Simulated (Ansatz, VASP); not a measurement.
## CuP in VASP and in Ansatz

```
Cu P
1.0
     2.70039    0.00000    0.00000
     0.00000    2.70039    0.00000
     0.00000    0.00000    3.66863
Cu P
1 1
Direct
  0.50000 0.50000 0.50000
  0.00000 0.00000 0.00000
```

Alike in both runs: functional PBE; k mesh 6 × 6 × 6; occupations gaussian, width 0.1 eV; no spin polarisation.

Ansatz relaxed the structure, and its values are those at the end. VASP's run is a single point on that final structure, the one shown.

```csv
,VASP,Ansatz
version,VASP 6.6.1,Ansatz 0.2.0
potentials or method,"VASP PAW PBE potentials, release 64 (Cu, P), cutoff 520 eV","scalar-relativistic, plane waves, PAW"
valence electrons in the cell,16,24
```

|  | VASP | Ansatz | Ansatz less VASP |
| --- | --- | --- | --- |
| gap on the k mesh at the Fermi level (eV) | none | none | - |
| pressure (GPa) | 0.0 | -0.1 | -0.07 |

A gap of «none» marks a metal or a gap that the smearing closes. VASP's potentials hold 16 valence electrons a cell and Ansatz's 24, so a difference there can come from the potentials and not from the codes.

The k mesh is coarse, so the values compare programs but aren't converged.
